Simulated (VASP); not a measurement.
Crystal: MgS.

```xyz
2
Lattice="0.0000 2.6044 2.6044 2.6044 0.0000 2.6044 2.6044 2.6044 0.0000" Properties=species:S:1:pos:R:3 pbc="T T T"
Mg    0.0000    0.0000    0.0000
S     2.6044    2.6044    2.6044
```

Base run:

- Program: VASP 6.6.1
- Functional: PBE
- Potentials or basis: VASP PAW PBE potentials, release 64 (Mg, S)
- Cutoff: 520 eV
- k mesh: 6 × 6 × 6
- Occupations: gaussian, width 0.1 eV
- Spin: no spin polarisation

Its results: band gap on the k mesh 2.77 eV, indirect (least direct gap 3.68 eV); pressure 0.6 GPa.

Problem. The run is repeated on the same cell with these changes: cutoff from 520 eV to 600 eV; k mesh from 6 × 6 × 6 to 2 × 2 × 2. What comes out?

Solution. Band gap on the k mesh 2.43 eV, indirect (least direct gap 3.54 eV); pressure 7.5 GPa.

Caveats: some runs use coarse meshes.

A k mesh can miss the band edges.
